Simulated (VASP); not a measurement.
Set up this calculation in VASP 6.6.1, as the native input.

```
Task                   : single point
Functional             : PBE
Potentials or basis    : VASP PAW PBE potentials, release 64 (Co, Bi_d)
Cutoff                 : 520 eV
k mesh                 : 12 × 12 × 12
Occupations            : gaussian, width 0.1 eV
Spin                   : no spin polarisation
Dipole correction      : no
Further INCAR settings : ALGO = Fast; EDIFF = 1e-07; NBANDS = 29
```

The structure of Co3Bi lies in POSCAR:

```
Co3Bi
1.0
    0.0000000000      3.0616054462      3.0616054462
    3.0616054462      0.0000000000      3.0616054462
    3.0616054462      3.0616054462      0.0000000000
Co Bi
3 1
Direct
    0.2500000000      0.2500000000      0.2500000000
    0.7500000000      0.7500000000      0.7500000000
    0.5000000000      0.5000000000      0.5000000000
    0.0000000000      0.0000000000      0.0000000000
```

The input as run:

INCAR

```
PREC = Accurate
ENCUT = 520
EDIFF = 1E-7
ISMEAR = 0
SIGMA = 0.1
LREAL = F
LASPH = T
NELM = 100
ALGO = Fast
ISIF = 2
LWAVE = F
LCHARG = T
GGA = PE
LELF = T
LVHAR = T
NBANDS = 29
```

KPOINTS

```
regular mesh
0
Gamma
  12 12 12
```

Potentials or basis: VASP PAW PBE potentials, release 64 (Co, Bi_d).

Run with:

```console
$ cat potpaw_PBE.64/Co/POTCAR potpaw_PBE.64/Bi_d/POTCAR > POTCAR
$ mpirun -np 1 vasp_std > vasp.out
```

Results of the run:

```
Pressure               : -7.1 GPa
Band gap on the k mesh : zero (band 21 reaches 10.44 eV, above the bottom of band 22 at 10.34 eV)
```

Caveat: spin-orbit coupling is left out, which moves the levels of the heavy elements.

Wall time 72 s on 1 thread of Intel(R) Xeon(R) 6975P-C (Granite Rapids) (shared host), peak memory 0.24 GiB.
